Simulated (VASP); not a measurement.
A run of VASP 6.6.1:

The input INCAR:

```
PREC = Accurate
ENCUT = 500
EDIFF = 1E-7
ISMEAR = 0
SIGMA = 0.05
LREAL = False
LASPH = True
NELM = 120
ALGO = Normal
ISIF = 3
LWAVE = False
LCHARG = False
GGA = PE
IBRION = 2
NSW = 80
EDIFFG = -0.02
GGA_COMPAT = False
NELMIN = 4
```

File KPOINTS:

```
regular mesh
0
Gamma
  6 6 6
```

The input POSCAR:

```
ScSi2
1.0
    4.0165960981      0.0000000000      0.0000000000
   -2.0082980490      3.4784742577      0.0000000000
    0.0000000000      0.0000000000      3.6419312477
Sc Si
1 2
Direct
    0.0000000000      0.0000000000      0.0000000000
    0.3333333333      0.6666666667      0.5000000000
    0.6666666667      0.3333333333      0.5000000000
```

Potentials or basis: VASP PAW PBE potentials, release 64 (Sc_sv, Si).

Command:

```console
$ cat potpaw_PBE.64/Sc_sv/POTCAR potpaw_PBE.64/Si/POTCAR > POTCAR
$ mpirun -np 1 vasp_std > vasp.out
```

Hardware: 1 thread of Intel(R) Xeon(R) 6975P-C (Granite Rapids), with other jobs on the host.

Q: Estimate the wall time of this run.

A: Run time: 28 s on 1 thread of Intel(R) Xeon(R) 6975P-C (Granite Rapids), on a shared host, peak memory 0.17 GiB. Counts: scf iterations 35, k points 28, ion steps 4.
